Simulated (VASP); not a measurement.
# In2Sb (P6_3/mmc) in VASP: relaxation of shape and atoms at fixed volume with PBEsol

Aim: the relaxation of shape and atoms at fixed volume of In2Sb with PBEsol.

Program: VASP 6.6.1. These are calculated values, not measurements. Logs are shortened: lines on timing, memory, paths and dates and some standing lists are left out, and cuts for length are marked.

## (1) The cell of the first run

Symmetry: P6_3/mmc, No. 194, hexagonal system. Conventional cell: a = 5.228 Å, b = 5.228 Å, c = 6.254 Å, α = 90.00°, β = 90.00°, γ = 120.00°. Within 4.0 Å of In (site symmetry -6m2) lie 5 Sb at 3.02 to 3.13 Å and 6 In at 3.40 Å. In (site symmetry -3m) has 8 In at 3.13 to 3.40 Å and 6 Sb at 3.40 Å within 4.1 Å. Sb (site symmetry -6m2) has 11 In at 3.02 to 3.40 Å within 4.0 Å.

## (2) Relaxation of shape and atoms at fixed volume, PBEsol (24.67 Å³/atom)

The input, INCAR:

```
SYSTEM = In2Sb
  PREC = Accurate
  ENCUT = 600
  EDIFF = 1E-6
  ISMEAR = 0
  SIGMA = 0.1
  LREAL = .FALSE.
  LASPH = .TRUE.
  NELM = 100
  ALGO = Fast
  ISIF = 4
  LWAVE = .FALSE.
  LCHARG = .FALSE.
  GGA = PS
  IBRION = 2
  NSW = 50
  EDIFFG = -0.01
```

The input, KPOINTS:

```
regular mesh
0
G
  12 12 6
  0 0 0
```

The input, POSCAR:

```
In2Sb
1.0
    5.2279579604      0.0000000000      0.0000000000
   -2.6139789802      4.5275444036      0.0000000000
    0.0000000000      0.0000000000      6.2539673129
In Sb
4 2
Direct
    0.6666666667      0.3333333333      0.2500000000
    0.3333333333      0.6666666667      0.7500000000
    0.0000000000      0.0000000000      0.5000000000
    0.0000000000      0.0000000000      0.0000000000
    0.6666666667      0.3333333333      0.7500000000
    0.3333333333      0.6666666667      0.2500000000
```

Potentials or basis: VASP PAW PBE potentials, release 64 (In_d, Sb).

Launch:

```
> cat potpaw_PBE.64/In_d/POTCAR potpaw_PBE.64/Sb/POTCAR > POTCAR
> mpirun -np 1 vasp_std > vasp.out
```

OUTCAR:

```text
SYSTEM = In2Sb
   PREC = Accurate
   ENCUT = 600
   EDIFF = 1E-6
   ISMEAR = 0
   LREAL = .FALSE.
   LASPH = .TRUE.
   NELM = 100
   ISIF = 4
   GGA = PS
   IBRION = 2
   NSW = 50
   EDIFFG = -0.01

 ion  position               nearest neighbor table
   1  0.667  0.333  0.250-   6 3.02   6 3.02   6 3.02   5 3.13   5 3.13   3 3.40   4 3.40   3 3.40
                             4 3.40   3 3.40   4 3.40
   2  0.333  0.667  0.750-   5 3.02   5 3.02   5 3.02   6 3.13   6 3.13   3 3.40   4 3.40   4 3.40
                             3 3.40   4 3.40   3 3.40
   3  0.000  0.000  0.500-   4 3.13   4 3.13   1 3.40   5 3.40   6 3.40   2 3.40   2 3.40   6 3.40
                             1 3.40   5 3.40   1 3.40   5 3.40   2 3.40   6 3.40
   4  0.000  0.000  0.000-   3 3.13   3 3.13   1 3.40   5 3.40   6 3.40   2 3.40   2 3.40   6 3.40
                             1 3.40   5 3.40   1 3.40   5 3.40   2 3.40   6 3.40
   5  0.667  0.333  0.750-   2 3.02   2 3.02   2 3.02   1 3.13   1 3.13   3 3.40   4 3.40   3 3.40
                             4 3.40   3 3.40   4 3.40
   6  0.333  0.667  0.250-   1 3.02   1 3.02   1 3.02   2 3.13   2 3.13   3 3.40   4 3.40   4 3.40
                             3 3.40   4 3.40   3 3.40

  LATTYP: Found a hexagonal cell.
 ALAT       =     5.2279579604
 C/A-ratio  =     1.1962543234

  Lattice vectors:

 A1 = (   5.2279579604,   0.0000000000,   0.0000000000)
 A2 = (  -2.6139789802,   4.5275444036,   0.0000000000)
 A3 = (   0.0000000000,   0.0000000000,   6.2539673129)

Analysis of symmetry for initial positions (statically):
=====================================================================
 Subroutine PRICEL returns:
 Original cell was already a primitive cell.

 Routine SETGRP: Setting up the symmetry group for a
 hexagonal supercell.

 Subroutine GETGRP returns: Found 24 space group operations
 (whereof 12 operations were pure point group operations)
 out of a pool of 24 trial point group operations.

The static configuration has the point symmetry D_3d.
 The point group associated with its full space group is D_6h.

Analysis of symmetry for dynamics (positions and initial velocities):
=====================================================================
 Subroutine PRICEL returns:
 Original cell was already a primitive cell.

 Routine SETGRP: Setting up the symmetry group for a
 hexagonal supercell.

 Subroutine GETGRP returns: Found 24 space group operations
 (whereof 12 operations were pure point group operations)
 out of a pool of 24 trial point group operations.

The dynamic configuration has the point symmetry D_3d.
 The point group associated with its full space group is D_6h.

 Subroutine INISYM returns: Found 24 space group operations
 (whereof 12 operations are pure point group operations),
 and found     1 'primitive' translations

----------------------------------------------------------------------------------------

                                     Primitive cell

  volume of cell :     148.0302

  direct lattice vectors                    reciprocal lattice vectors
     5.227957960  0.000000000  0.000000000     0.191279273  0.110435140  0.000000000
    -2.613978980  4.527544404  0.000000000     0.000000000  0.220870280  0.000000000
     0.000000000  0.000000000  6.253967313     0.000000000  0.000000000  0.159898501

  length of vectors
     5.227957960  5.227957960  6.253967313     0.220870280  0.220870280  0.159898501

  position of ions in fractional coordinates (direct lattice)
     0.666666667  0.333333333  0.250000000
     0.333333333  0.666666667  0.750000000
     0.000000000  0.000000000  0.500000000
     0.000000000  0.000000000  0.000000000
     0.666666667  0.333333333  0.750000000
     0.333333333  0.666666667  0.250000000

  ion indices of the primitive-cell ions
   primitive index   ion index
                 1           1
                 2           2
                 3           3
                 4           4
                 5           5
                 6           6

----------------------------------------------------------------------------------------

 KPOINTS: regular mesh

Automatic generation of k-mesh.
 Grid dimensions read from file:
 generate k-points for:   12   12    6

 Generating k-lattice:

[... 44 lines left out ...]
   number of dos      NEDOS =    301   number of ions     NIONS =      6
   total plane-waves  NPLWV =  88200
   dimension x,y,z NGX =    42 NGY =   42 NGZ =   50
   dimension x,y,z NGXF=    84 NGYF=   84 NGZF=  100
   ions per type =               4   2
   NGX,Y,Z   is equivalent  to a cutoff of  13.36, 13.36, 13.29 a.u.
   NGXF,Y,Z  is equivalent  to a cutoff of  26.71, 26.71, 26.58 a.u.
 SYSTEM =  In2Sb
   PREC   = accura    normal or accurate (medium, high low for compatibility)
   ISTART =      0    job   : 0-new  1-cont  2-samecut
   ICHARG =      2    charge: 1-file 2-atom 10-const
   ISPIN  =      1    spin polarized calculation?
   LNONCOLLINEAR =      F non collinear calculations
   LSORBIT =      F    spin-orbit coupling
   LASPH  =      T    aspherical Exc in radial PAW
   ENCUT  =  600.0 eV  44.10 Ry    6.64 a.u.  10.44 10.44 12.49*2*pi/ulx,y,z
   NELM   =    100;   NELMIN=  2; NELMDL= -5     # of ELM steps
   EDIFF  = 0.1E-05   stopping-criterion for ELM
   LREAL  =      F    real-space projection
   EDIFFG = -.1E-01   stopping-criterion for IOM
   NSW    =     50    number of steps for IOM
   IBRION =      2    ionic relax: 0-MD 1-quasi-New 2-CG
   NFREE  =      1    steps in history (QN), initial steepest desc. (CG)
   ISIF   =      4    stress and relaxation
   ISYM   =      2    0-nonsym 1-usesym 2-fastsym
   POTIM  = 0.5000    time-step for ionic-motion
   TEBEG  =    0.0;   TEEND  =   0.0 temperature during run
   PSTRESS=    0.0 pullay stress
   NELECT =      62.0000    total number of electrons
   NUPDOWN=      -1.0000    fix difference up-down
   EMIN   =  10.00;   EMAX   =-10.00  energy-range for DOS
   EFERMI =   0.00;   METHOD = LEGACY
   ISMEAR =     0;   SIGMA  =   0.10  broadening in eV -4-tet -1-fermi 0-gaus
   EFERMI_NEDOS =   21; number of points for ismear=-14 and -15
   IALGO  =     68    algorithm
   IMIX   =      4    mixing-type and parameters
     AMIX     =   0.40;   BMIX     =  1.00
     AMIX_MAG =   1.60;   BMIX_MAG =  1.00
  volume/ion in A,a.u.               =      24.67       166.49
  Fermi-wavevector in a.u.,A,eV,Ry     =   1.224866  2.314661 20.412777  1.500297
  Thomas-Fermi vector in A             =   2.359925
   LORBIT       =      0    0 simple, 1 ext, 2 COOP (PROOUT), +10 PAW based schemes
   GGA     = PS    functional components
   LHFCALC =     F    Hartree Fock is set to
   AEXX    =    0.0000 exact exchange contribution
   IVDW    =     0    specifies the selected vdW correction
   LEPSILON=     F    determine dielectric tensor
   LRPA    =     F    only Hartree local field effects (RPA)
 conjugate gradient relaxation of ions
 non-spin polarized calculation
 RMM-DIIS sequential band-by-band and
 Gauss-broadening in eV      SIGMA  =   0.10
  energy-cutoff  :      600.00
  volume of cell :      148.03
 maximum number of plane-waves:      4993
 NGX is ok and might be reduce to    42
   NGX = 21   NGY = 21   NGZ = 25

--------------------------------------- Ionic step        1  -------------------------------------------

 number of electron      62.0000018 magnetization

 Free energy of the ion-electron system (eV)
  ---------------------------------------------------
  ext. energy  EPLUGINS =         0.00000000
  ---------------------------------------------------
  free energy    TOTEN  =       -21.00527250 eV

  energy without entropy =      -20.99451232  energy(sigma->0) =      -20.99989241

------------------------ aborting loop because EDIFF is reached ----------------------------------------

  FORCE on cell =-STRESS in cart. coord.  units (eV):
  Direction    XX          YY          ZZ          XY          YZ          ZX
  --------------------------------------------------------------------------------------
  -------------------------------------------------------------------------------------
  Total        3.6758371      3.6758371      3.4803947      0.0000000     -0.0000000     -0.0000000
  in kB       39.7847314     39.7847314     37.6693970      0.0000000     -0.0000000     -0.0000000
  external PRESSURE =      39.0796200 kB  Pullay stress =       0.0000000 kB

 VOLUME and BASIS-vectors are now :
 -----------------------------------------------------------------------------
  energy-cutoff  :      600.00
  volume of cell :      148.03
      direct lattice vectors                 reciprocal lattice vectors
     5.227957960  0.000000000  0.000000000     0.191279273  0.110435140  0.000000000
    -2.613978980  4.527544404  0.000000000     0.000000000  0.220870280  0.000000000
     0.000000000  0.000000000  6.253967313     0.000000000  0.000000000  0.159898501

 POSITION                                       TOTAL-FORCE (eV/Angst)
 -----------------------------------------------------------------------------------
      2.61398      1.50918      1.56349         0.000000      0.000000      0.000000
     -0.00000      3.01836      4.69048        -0.000000     -0.000000      0.000000
      0.00000      0.00000      3.12698        -0.000000     -0.000000      0.000000
      0.00000      0.00000      0.00000        -0.000000     -0.000000      0.000000
      2.61398      1.50918      4.69048        -0.000000      0.000000      0.000000
     -0.00000      3.01836      1.56349         0.000000     -0.000000      0.000000
 -----------------------------------------------------------------------------------
    total drift:                                0.000000     -0.000000      0.000000

  FREE ENERGIE OF THE ION-ELECTRON SYSTEM (eV)
  ---------------------------------------------------
  free  energy   TOTEN  =       -21.0052725026 eV

  energy  without entropy=      -20.9945123180  energy(sigma->0) =      -20.99989241

--------------------------------------- Ionic step        2  -------------------------------------------

 number of electron      62.0000017 magnetization

 Free energy of the ion-electron system (eV)
  ---------------------------------------------------
  ext. energy  EPLUGINS =         0.00000000
  ---------------------------------------------------
  free energy    TOTEN  =       -21.00537117 eV

  energy without entropy =      -20.99486515  energy(sigma->0) =      -21.00011816

 E-fermi :   8.5012     XC(G=0): -10.6818

 val. band max:        8.4824616867   @ k =   0.5000   0.0000   0.1667
 cond. band min:       8.5071817694   @ k =   0.4167   0.0000   0.1667
 fundamental gap:      0.0247200827
 Fermi energy:         8.5011926854

 k-point     1 :       0.0000    0.0000    0.0000
  band No.  band energies     occupation
      1      -6.3124      2.00000
      2      -6.2631      2.00000
      3      -6.2631      2.00000
      4      -6.1823      2.00000
      5      -6.1823      2.00000
      6      -6.1572      2.00000
[... 949 lines left out ...]
     36      12.1444      0.00000
     37      12.4827      0.00000

 [... further k-points ...]

------------------------ aborting loop because EDIFF is reached ----------------------------------------

  FORCE on cell =-STRESS in cart. coord.  units (eV):
  Direction    XX          YY          ZZ          XY          YZ          ZX
  --------------------------------------------------------------------------------------
  -------------------------------------------------------------------------------------
  Total        3.2557860      3.2557860      3.2116754      0.0000000      0.0000000      0.0000000
  in kB       35.2383873     35.2383873     34.7609644      0.0000000      0.0000000      0.0000000
  external PRESSURE =      35.0792463 kB  Pullay stress =       0.0000000 kB

 VOLUME and BASIS-vectors are now :
 -----------------------------------------------------------------------------
  energy-cutoff  :      600.00
  volume of cell :      148.03
      direct lattice vectors                 reciprocal lattice vectors
     5.230697876  0.000000000 -0.000000000     0.191179079  0.110377292  0.000000000
    -2.615348938  4.529917241  0.000000000     0.000000000  0.220754585  0.000000000
     0.000000000 -0.000000000  6.247417190     0.000000000  0.000000000  0.160066147

 POSITION                                       TOTAL-FORCE (eV/Angst)
 -----------------------------------------------------------------------------------
      2.61535      1.50997      1.56185        -0.000000      0.000000      0.000000
     -0.00000      3.01994      4.68556         0.000000     -0.000000      0.000000
      2.61535      4.52992      3.12371         0.000000     -0.000000      0.000000
      2.61535      4.52992     -0.00000         0.000000     -0.000000      0.000000
      2.61535      1.50997      4.68556        -0.000000      0.000000      0.000000
     -0.00000      3.01994      1.56185        -0.000000     -0.000000      0.000000
 -----------------------------------------------------------------------------------
    total drift:                                0.000000     -0.000000      0.000000

  FREE ENERGIE OF THE ION-ELECTRON SYSTEM (eV)
  ---------------------------------------------------
  free  energy   TOTEN  =       -21.0053711679 eV

  energy  without entropy=      -20.9948651522  energy(sigma->0) =      -21.00011816

 reached required accuracy - stopping structural energy minimisation
```

Wall time 7.2 min (1 thread of AMD EPYC 9R45 (Zen 5), shared host); peak memory 0.55 GiB.

What came out:

* Free energy: -21.0054 eV
* Energy gained by relaxing: 0.0 meV/atom
* Ionic steps: 2
* Pressure after relaxing: 3.5 GPa
* Band gap on the k mesh: zero (bands 31 and 32 overlap by 2.53 eV)

Final structure:
```
In Sb
1.0
     5.23070    0.00000    0.00000
    -2.61535    4.52992    0.00000
     0.00000    0.00000    6.24742
In Sb
4 2
Direct
  0.66667 0.33333 0.25000
  0.33333 0.66667 0.75000
  0.00000 0.00000 0.50000
  0.00000 0.00000 0.00000
  0.66667 0.33333 0.75000
  0.33333 0.66667 0.25000
```

Caveat: the PAW data sets were made with another functional, which shifts forces and pressure a little; spin-orbit coupling is left out, which moves the levels of the heavy elements.

The gap in the log of VASP goes by the Fermi energy; the results here count the filled bands.